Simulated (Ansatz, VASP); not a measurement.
## One calculation of Mg3BeS, two programs

Contents of INCAR:

```
SYSTEM = Mg3BeS
PREC     = Accurate       ! precision mode
ENCUT    = 520            ! plane-wave cutoff, eV
EDIFF    = 1E-6           ! SCF threshold, eV
ISMEAR   = 0              ! smearing method
SIGMA    = 0.1            ! smearing width, eV
LREAL    = .FALSE.        ! projectors in reciprocal space
LASPH    = .TRUE.         ! aspherical terms in the spheres
NELM     = 80             ! most SCF steps
ALGO     = Normal         ! electronic algorithm
ISIF     = 2              ! what is computed and relaxed
LWAVE    = .FALSE.        ! write WAVECAR
LCHARG   = .FALSE.        ! write CHGCAR
GGA      = PE             ! functional
NBANDS   = 25             ! bands
```

Contents of KPOINTS:

```
regular mesh
0
G
  3 3 4
  0 0 0
```

The input POSCAR:

```
Mg3BeS
1.0
    5.8378089600      0.0000000000      0.0000000000
   -2.9189044800      5.0556908600      0.0000000000
    0.0000000000      0.0000000000      6.2851764600
Mg Be S
6 2 2
Direct
    0.0000000000      0.6464536800      0.7387517100
    0.3535463200      0.3535463200      0.7387517100
    0.6464536800      0.0000000000      0.7387517100
    0.6464536800      0.6464536800      0.2612482900
    0.0000000000      0.3535463200      0.2612482900
    0.3535463200      0.0000000000      0.2612482900
    0.0000000000      0.0000000000      0.3462014200
    0.0000000000      0.0000000000      0.6537985800
    0.6666666700      0.3333333300      0.5000000000
    0.3333333300      0.6666666700      0.5000000000
```

Input for Ansatz:

```yaml
crystal:
  lattice:
    - [5.83780896, 0.0, 0.0]
    - [-2.91890448, 5.05569086, 0.0]
    - [0.0, 0.0, 6.28517646]
  atoms:
    - { symbol: Mg, position: [0.0, 0.64645368, 0.73875171] }
    - { symbol: Mg, position: [0.35354632, 0.35354632, 0.73875171] }
    - { symbol: Mg, position: [0.64645368, 0.0, 0.73875171] }
    - { symbol: Mg, position: [0.64645368, 0.64645368, 0.26124829] }
    - { symbol: Mg, position: [0.0, 0.35354632, 0.26124829] }
    - { symbol: Mg, position: [0.35354632, 0.0, 0.26124829] }
    - { symbol: Be, position: [0.0, 0.0, 0.34620142] }
    - { symbol: Be, position: [0.0, 0.0, 0.65379858] }
    - { symbol: S, position: [0.66666667, 0.33333333, 0.5] }
    - { symbol: S, position: [0.33333333, 0.66666667, 0.5] }
basis:
  ecutwfc: 420
kpoints:
  mp_grid: { grid: [3, 3, 4] }
hamiltonian:
  xc: pbe
scf:
  occupations: { method: gaussian, width: 0.1 }
  lower_state_search: "off"
output:
  forces: true
  stress: true
  eigenvalues: true
```

Change from the starting cell: species swapped into the AlSiTe3 type (P-31m, No. 162).

Alike in both runs: task single point; functional PBE; k mesh 3 × 3 × 4; occupations gaussian, width 0.1 eV; no spin polarisation.

|  | VASP | Ansatz |
| --- | --- | --- |
| version | VASP 6.6.1 | Ansatz 0.2.0 |
| potentials or method | VASP PAW PBE potentials, release 64 (Mg, Be, S), cutoff 520 eV | scalar-relativistic, plane waves, PAW |
| valence electrons in the cell | 28 | 76 |

```csv
,VASP,Ansatz,Ansatz less VASP
gap on the k mesh at the Fermi level (eV),none,none,-
pressure (GPa),14.5,14.6,+0.08
"traceless stress, the component that is largest in VASP (GPa)",-13.71,-13.70,+0.008
rms of the force components (eV/Å),0.843,0.839,-0.0043
```

Atom by atom the forces differ by 0.006 eV/Å (rms over components). A gap of «none» marks a metal or a gap that the smearing closes. With one functional, cell and mesh, what is left measures potentials, basis and numerics. VASP's potentials hold 28 valence electrons a cell and Ansatz's 76, so a difference there can come from the potentials and not from the codes.

The k mesh is coarse, so the values compare programs but aren't converged.
